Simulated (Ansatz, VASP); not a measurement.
Two plane-wave programs on BaTe

```
Ba Te
1.0
     4.89858    0.00000    0.00000
    -2.44929    4.24229    0.00000
     0.00000    0.00000    8.59137
Ba Te
2 2
Cartesian
  0.0000 0.0000 0.0000
  0.0000 0.0000 4.2957
  0.0000 2.8282 2.1478
  2.4493 1.4141 6.4435
```

Alike in both runs: functional PBE; k mesh 6 × 6 × 6; occupations gaussian, width 0.02 eV; no spin polarisation.

Ansatz relaxed the structure, and its values are those at the end. VASP's run is a single point on that final structure, the one shown.

|  | VASP | Ansatz |
| --- | --- | --- |
| version | VASP 6.6.1 | Ansatz 0.2.0 |
| potentials or method | VASP PAW PBE potentials, release 64 (Ba_sv, Te), cutoff 520 eV | scalar-relativistic, plane waves, PAW |
| valence electrons in the cell | 32 | 52 |

|  | VASP | Ansatz | Ansatz less VASP |
| --- | --- | --- | --- |
| gap on the k mesh at the Fermi level (eV) | 1.67 | 1.75 | +0.080 |
| least direct gap on the mesh (eV) | 1.72 | 1.80 | +0.082 |
| pressure (GPa) | 0.3 | 0.0 | -0.31 |

The functional is the same, so the differences come from potentials, cutoffs and numerics. VASP's potentials hold 32 valence electrons a cell and Ansatz's 52, so a difference there can come from the potentials and not from the codes.

Neither program's run includes spin-orbit coupling.
